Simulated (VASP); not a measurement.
# Ta2C3 (P-3m1) in VASP: notebook, part 3 of 3

VASP 6.6.1. Earlier steps stand in the parts before.

## (4) Single point, PBE

This run uses another cell than the first one, of 10.96 Å³/atom.

File INCAR:

```
PREC = Accurate
ENCUT = 520
EDIFF = 1E-6
ISMEAR = 0
SIGMA = 0.1
LREAL = F
LASPH = T
NELM = 80
ALGO = Normal
ISIF = 2
LWAVE = F
LCHARG = T
GGA = PE
LELF = T
LVHAR = T
NBANDS = 25
```

File KPOINTS:

```
Automatic mesh
0
Gamma
  6 6 4
```

File POSCAR:

```
Ta2C3
1.0
    3.4394087595      0.0000000000      0.0000000000
   -1.7197043798      2.9786153597      0.0000000000
    0.0000000000      0.0000000000      5.3511613441
Ta C
2 3
Direct
    0.3333333333      0.6666666667      0.2450000000
    0.6666666667      0.3333333333      0.7550000000
    0.0000000000      0.0000000000      0.0000000000
    0.3333333333      0.6666666667      0.6450000000
    0.6666666667      0.3333333333      0.3550000000
```

Potentials or basis: VASP PAW PBE potentials, release 64 (Ta_pv, C).

Command:

```
> cat potpaw_PBE.64/Ta_pv/POTCAR potpaw_PBE.64/C/POTCAR > POTCAR
> mpirun -np 1 vasp_std > vasp.out
```

OUTCAR:

```text
PREC = Accurate
   ENCUT = 520
   EDIFF = 1E-6
   ISMEAR = 0
   LREAL = F
   LASPH = T
   NELM = 80
   ISIF = 2
   GGA = PE

 ion  position               nearest neighbor table
   1  0.333  0.667  0.245-   5 2.07   5 2.07   5 2.07   4 2.14   3 2.38   3 2.38   3 2.38   2 3.29
                             2 3.29   2 3.29   2 3.38   2 3.38   2 3.38
   2  0.667  0.333  0.755-   4 2.07   4 2.07   4 2.07   5 2.14   3 2.38   3 2.38   3 2.38   1 3.29
                             1 3.29   1 3.29   1 3.38   1 3.38   1 3.38
   3  0.000  0.000  0.000-   1 2.38   2 2.38   2 2.38   1 2.38   2 2.38   1 2.38
   4  0.333  0.667  0.645-   2 2.07   2 2.07   2 2.07   1 2.14
   5  0.667  0.333  0.355-   1 2.07   1 2.07   1 2.07   2 2.14

  LATTYP: Found a hexagonal cell.
 ALAT       =     3.4394087595
 C/A-ratio  =     1.5558375635

  Lattice vectors:

 A1 = (   3.4394087595,   0.0000000000,   0.0000000000)
 A2 = (  -1.7197043798,   2.9786153597,   0.0000000000)
 A3 = (   0.0000000000,   0.0000000000,   5.3511613441)

Analysis of symmetry for initial positions (statically):
=====================================================================
 Subroutine PRICEL returns:
 Original cell was already a primitive cell.

 Routine SETGRP: Setting up the symmetry group for a
 hexagonal supercell.

 Subroutine GETGRP returns: Found 12 space group operations
 (whereof 12 operations were pure point group operations)
 out of a pool of 24 trial point group operations.

The static configuration has the point symmetry D_3d.

Analysis of symmetry for dynamics (positions and initial velocities):
=====================================================================
 Subroutine PRICEL returns:
 Original cell was already a primitive cell.

 Routine SETGRP: Setting up the symmetry group for a
 hexagonal supercell.

 Subroutine GETGRP returns: Found 12 space group operations
 (whereof 12 operations were pure point group operations)
[... 127 lines left out ...]
     AMIX_MAG =   1.60;   BMIX_MAG =  1.00
  volume/ion in A,a.u.               =      10.96        73.99
  Fermi-wavevector in a.u.,A,eV,Ry     =   1.396108  2.638262 26.519358  1.949118
  Thomas-Fermi vector in A             =   2.519495
   LORBIT       =      0    0 simple, 1 ext, 2 COOP (PROOUT), +10 PAW based schemes
   GGA     = PE    functional components
   LHFCALC =     F    Hartree Fock is set to
   AEXX    =    0.0000 exact exchange contribution
   IVDW    =     0    specifies the selected vdW correction
   LEPSILON=     F    determine dielectric tensor
   LRPA    =     F    only Hartree local field effects (RPA)
 non-spin polarized calculation
 Gauss-broadening in eV      SIGMA  =   0.10
  energy-cutoff  :      520.00
  volume of cell :       54.82
 maximum number of plane-waves:      1496
 NGX is ok and might be reduce to    28
   NGX = 13   NGY = 13   NGZ = 19

 number of electron      34.0000001 magnetization

 Free energy of the ion-electron system (eV)
  ---------------------------------------------------
  ext. energy  EPLUGINS =         0.00000000
  ---------------------------------------------------
  free energy    TOTEN  =       -48.01937218 eV

  energy without entropy =      -48.00671423  energy(sigma->0) =      -48.01304321

 E-fermi :   6.5621     XC(G=0): -12.6105

 val. band max:        6.5584510086   @ k =   0.0000   0.0000   0.0000
 cond. band min:       6.5930046661   @ k =   0.0000   0.1667   0.2500
 fundamental gap:      0.0345536575
 Fermi energy:         6.5621418784

 k-point     1 :       0.0000    0.0000    0.0000
  band No.  band energies     occupation
      1     -28.1358      2.00000
      2     -27.7767      2.00000
      3     -27.7767      2.00000
      4     -27.7122      2.00000
      5     -27.7098      2.00000
      6     -27.7098      2.00000
[... 661 lines left out ...]
     24      12.9585      0.00000
     25      12.9585      0.00000

------------------------ aborting loop because EDIFF is reached ----------------------------------------

  FORCE on cell =-STRESS in cart. coord.  units (eV):
  Direction    XX          YY          ZZ          XY          YZ          ZX
  --------------------------------------------------------------------------------------
  -------------------------------------------------------------------------------------
  Total        3.4684322      3.4684322      7.7373960     -0.0000000      0.0000000     -0.0000000
  in kB      101.3672195    101.3672195    226.1305002     -0.0000000      0.0000000     -0.0000000
  external PRESSURE =     142.9549798 kB  Pullay stress =       0.0000000 kB

 VOLUME and BASIS-vectors are now :
 -----------------------------------------------------------------------------
  energy-cutoff  :      520.00
  volume of cell :       54.82
      direct lattice vectors                 reciprocal lattice vectors
     3.439408760  0.000000000  0.000000000     0.290747646  0.167863232  0.000000000
    -1.719704380  2.978615360  0.000000000     0.000000000  0.335726463  0.000000000
     0.000000000  0.000000000  5.351161344     0.000000000  0.000000000  0.186875322

 POSITION                                       TOTAL-FORCE (eV/Angst)
 -----------------------------------------------------------------------------------
     -0.00000      1.98574      1.31103         0.000000     -0.000000     -1.078209
      1.71970      0.99287      4.04013        -0.000000      0.000000      1.078209
      0.00000      0.00000      0.00000        -0.000000      0.000000      0.000000
     -0.00000      1.98574      3.45150        -0.000000      0.000000      0.230934
      1.71970      0.99287      1.89966         0.000000     -0.000000     -0.230934
 -----------------------------------------------------------------------------------
    total drift:                                0.000000     -0.000000     -0.000000

  FREE ENERGIE OF THE ION-ELECTRON SYSTEM (eV)
  ---------------------------------------------------
  free  energy   TOTEN  =       -48.0193721787 eV

  energy  without entropy=      -48.0067142318  energy(sigma->0) =      -48.01304321
```

OSZICAR:

```text
N       E                     dE             d eps       ncg     rms          rms(c)
DAV:   1     0.253558126863E+03    0.25356E+03   -0.18373E+04  1200   0.139E+03
DAV:   2    -0.435946577833E+02   -0.29715E+03   -0.28614E+03  1439   0.379E+02
DAV:   3    -0.561677753976E+02   -0.12573E+02   -0.12272E+02  1471   0.721E+01
DAV:   4    -0.563489265881E+02   -0.18115E+00   -0.18062E+00  1503   0.902E+00
DAV:   5    -0.563518332823E+02   -0.29067E-02   -0.29054E-02  1565   0.105E+00    0.382E+01
DAV:   6    -0.481868913214E+02    0.81649E+01   -0.38092E+01  1413   0.341E+01    0.132E+01
DAV:   7    -0.481034252843E+02    0.83466E-01   -0.27622E+00  1476   0.989E+00    0.819E+00
DAV:   8    -0.480283008007E+02    0.75124E-01   -0.41913E-01  1560   0.406E+00    0.349E+00
DAV:   9    -0.480191530885E+02    0.91477E-02   -0.62813E-02  1494   0.160E+00    0.254E-01
DAV:  10    -0.480194058235E+02   -0.25274E-03   -0.84797E-03  1454   0.459E-01    0.152E-01
DAV:  11    -0.480193913121E+02    0.14511E-04   -0.10295E-03  1592   0.178E-01    0.877E-02
DAV:  12    -0.480193739178E+02    0.17394E-04   -0.32606E-04  1485   0.100E-01    0.109E-02
DAV:  13    -0.480193728258E+02    0.10920E-05   -0.23824E-05  1528   0.315E-02    0.646E-03
DAV:  14    -0.480193721787E+02    0.64712E-06   -0.24197E-06  1366   0.108E-02
   1 F= -.48019372E+02 E0= -.48013043E+02  d E =-.126579E-01
```

stdout:

```text
POSCAR found type information on POSCAR TaC
 POSCAR found :  2 types and       5 ions
 scaLAPACK will be used
 LDA part: xc-table for (Slater+PW92), standard interpolation
 POSCAR, INCAR and KPOINTS ok, starting setup
 FFT: planning ... GRIDC
 FFT: planning ... GRID_SOFT
 FFT: planning ... GRID
 WAVECAR not read
 entering main loop
```

Run time: 44 s. Hardware: 1 thread of Intel Xeon 8259CL, shared host; peak memory 0.19 GiB.

Results:

```
Free energy            : -48.0194 eV
Pressure               : 14.3 GPa
Largest force          : 1.078 eV/Å
Band gap on the k mesh : zero (bands 17 and 18 overlap by 0.77 eV)
```

Forces on the atoms (eV/Å):
```
Ta   0.000  0.000 -1.078
Ta   0.000  0.000  1.078
C    0.000  0.000  0.000
C    0.000  0.000  0.231
C    0.000  0.000 -0.231
```

Levels at points of the mesh, in eV from the Fermi level:
| k point | band 13 | band 14 | band 15 | band 16 | band 17 | band 18 | band 19 | band 20 | band 21 | band 22 |
| --- | --- | --- | --- | --- | --- | --- | --- | --- | --- | --- |
| (0.00, 0.00, 0.00) | -4.38 | -3.81 | -1.88 | 0.00 | 0.00 | 0.33 | 0.33 | 1.91 | 2.20 | 4.26 |
| (0.50, 0.00, 0.00) | -3.94 | -2.35 | -2.00 | -0.56 | -0.47 | 0.32 | 1.76 | 2.30 | 3.27 | 3.67 |
| (0.00, 0.00, 0.50) | -3.59 | -3.59 | -0.04 | 0.19 | 0.32 | 0.32 | 1.34 | 1.34 | 2.21 | 2.21 |
| (0.50, 0.00, 0.50) | -3.80 | -2.98 | -1.58 | -0.98 | -0.34 | 0.34 | 2.43 | 2.90 | 3.31 | 3.34 |

Caveat: the stress differs along the axes, from 10 to 23 GPa; spin-orbit coupling is left out, which moves the levels of the heavy elements; forces of over 1 eV/Å act on the atoms, so gaps and moduli don't describe the material at rest.

## (5) Relaxation of cell and atoms, PBE

This run uses another cell than the first one, of 10.96 Å³/atom.

File INCAR:

```
PREC = Accurate
ENCUT = 600
EDIFF = 1E-6
ISMEAR = 0
SIGMA = 0.1
LREAL = F
LASPH = T
NELM = 60
ALGO = Normal
ISIF = 3
LWAVE = F
LCHARG = F
GGA = PE
IBRION = 2
NSW = 90
EDIFFG = -0.04
```

KPOINTS is that of step 4.

POSCAR is that of step 4.

Command:

```
> cat potpaw_PBE.64/Ta_pv/POTCAR potpaw_PBE.64/C/POTCAR > POTCAR
> mpirun -np 1 vasp_std > vasp.out
```

Wall time 22 min (1 thread of Intel Xeon 8259CL, shared host); peak memory 0.22 GiB.

Results (log left out):

```
Free energy                           : -49.9940 eV
Relaxed volume                        : 10.20 Å³/atom
Relaxed cell                          : a = 3.016 Å, b = 3.016 Å, c = 6.475 Å, α = 90.00°, β = 90.00°, γ = 120.00°
Space group after relaxing (to 0.1 Å) : P-3m1 (No. 164)
Energy gained by relaxing             : 394.4 meV/atom
Ionic steps                           : 40
Pressure after relaxing               : 0.1 GPa
Largest force after relaxing          : 0.028 eV/Å
Band gap on the k mesh                : zero (bands 17 and 18 overlap by 2.24 eV)
```

Forces in eV/Å, atoms in the order of the input:
```
Ta   0.000  0.000  0.028
Ta   0.000  0.000 -0.028
C    0.000  0.000  0.000
C    0.000  0.000 -0.012
C    0.000  0.000  0.012
```

Stress tensor (GPa, compression positive):
```
-0.03  0.00  0.00
 0.00 -0.03  0.00
 0.00  0.00  0.26
```

Step by step:
```
step  energy change (eV)  largest force (eV/Å)  pressure (GPa)  volume (Å³)
   1              0.0000                1.0784           14.20        54.82
   2              0.0643                0.2394          -18.89        62.86
   3             -0.1949                0.3034           -3.38        58.34
   4             -0.3367                0.6841           -1.45        58.08
   5             -0.4274                1.1256            1.75        57.70
   6             -0.3490                1.8319           10.99        56.69
   7             -0.4515                1.3262            3.92        57.45
   8             -0.5262                1.0399            0.45        58.08
   9             -0.5500                0.8214           -2.12        58.56
  10             -0.5513                0.7786           -2.74        58.67
  11             -0.5890                0.7771           -1.87        58.13
  12             -0.6947                0.8871            0.91        56.54
  13             -0.8850                1.6526            8.12        53.44
  14             -0.8243                1.2020           41.13        47.58
  15             -1.0128                2.2742           15.93        51.45
  16             -1.0475                1.7493           26.67        49.49
  17             -1.0617                1.9378           22.98        50.10
  18             -1.0690                1.8990           23.15        50.05
  19             -1.0885                1.7923           23.77        49.90
  20             -1.1170                1.5472           25.11        49.59
  21             -1.1279                1.2449           28.46        48.99
  22             -1.1778                1.2301           26.83        49.15
  23             -1.3162                1.1540           22.07        49.64
  24             -1.5372                0.7416           13.45        50.61
  25             -1.7384                0.4924           -0.54        52.59
  26             -1.7409                0.4688           -2.20        52.87
  27             -1.7702                0.4524           -2.52        52.82
  28             -1.8417                0.4150           -3.35        52.63
  29             -1.9196                0.4321           -4.39        52.22
  30             -1.9311                0.5563           -4.63        52.00
  31             -1.9575                0.4316           -0.21        51.17
  32             -1.9606                0.3639            2.03        50.78
  33             -1.9680                0.1776            1.24        50.89
  34             -1.9697                0.1469            0.68        50.98
  35             -1.9710                0.0613           -0.43        51.13
  36             -1.9710                0.0466           -0.65        51.16
  37             -1.9716                0.0406           -0.29        51.08
  38             -1.9717                0.0540            0.07        51.00
  39             -1.9717                0.0491            0.04        51.01
  40             -1.9719                0.0278            0.07        50.99
```

Final structure:
```xyz
5
Lattice="3.0156 0.0000 0.0000 -1.5078 2.6115 0.0000 0.0000 0.0000 6.4749" Properties=species:S:1:pos:R:3 pbc="T T T"
Ta    0.0000    1.7410    1.3486
Ta    1.5078    0.8705    5.1262
C     0.0000    0.0000    0.0000
C     0.0000    1.7410    3.5231
C     1.5078    0.8705    2.9517
```

Levels at points of the mesh, in eV from the Fermi level:
| k point | band 14 | band 15 | band 16 | band 17 | band 18 | band 19 | band 20 | band 21 |
| --- | --- | --- | --- | --- | --- | --- | --- | --- |
| (0.00, 0.00, 0.00) | -3.70 | -3.70 | -1.59 | -0.36 | -0.36 | 0.77 | 0.77 | 2.68 |
| (0.50, 0.00, 0.00) | -4.14 | -3.64 | -3.12 | 0.17 | 0.97 | 1.18 | 4.07 | 4.23 |
| (0.00, 0.00, 0.50) | -2.64 | -2.64 | -1.27 | -1.27 | -0.62 | 1.28 | 1.28 | 1.33 |
| (0.50, 0.00, 0.50) | -4.10 | -3.86 | -3.84 | -1.69 | 3.10 | 3.41 | 3.96 | 4.29 |

Caveat: a cell axis changed by over 15 % at a fixed basis, so the end point is rough; spin-orbit coupling is left out, which moves the levels of the heavy elements.

## (6) Summary

| task | potentials or basis | cell | k mesh | cutoff (eV) | gap on the mesh (eV) | pressure (GPa) | largest force (eV/Å) |
| --- | --- | --- | --- | --- | --- | --- | --- |
| single point | VASP PAW PBE potentials, release 64 (Ta_sv_GW, C) | a = 3.025, b = 3.025, c = 6.441 Å, angles 90.0, 90.0, 120.0°, 5 atoms, atomic positions A | 12 × 12 × 6 | 600 | none | 0.1 | 0.01 |
| single point | VASP PAW PBE potentials, release 64 (Ta_pv, C) | a = 3.011, b = 3.011, c = 6.482 Å, angles 90.0, 90.0, 120.0°, 5 atoms, atomic positions B | 6 × 6 × 4 | 520 | none | 0.7 | 0.01 |
| single point | VASP PAW PBE potentials, release 64 (Ta_pv, C) | a = 3.439, b = 3.439, c = 5.351 Å, angles 90.0, 90.0, 120.0°, 5 atoms, atomic positions C | 6 × 6 × 4 | 520 | none | 14.3 | 1.08 |
| relaxation of cell and atoms | VASP PAW PBE potentials, release 64 (Ta_pv, C) | relaxed from a = 3.439, b = 3.439, c = 5.351 Å, angles 90.0, 90.0, 120.0°, 5 atoms, atomic positions C | 6 × 6 × 4 | 600 | none | 0.1 | 0.03 |

Alike in all rows: level PBE; no spin polarisation; smearing gaussian 0.1 eV.

Caveats: some runs use coarse meshes; spin-orbit coupling is left out, which moves the levels of the heavy elements; the stress differs along the axes, from 10 to 23 GPa (at least some runs); forces of over 1 eV/Å act on the atoms, so gaps and moduli don't describe the material at rest (at least some runs); a cell axis changed by over 15 % at a fixed basis, so the end point is rough (at least some runs).

Total energies depend on the potentials used, so only differences within one code and one set of settings carry meaning.

The gap in the log of VASP goes by the Fermi energy; the results here count the filled bands.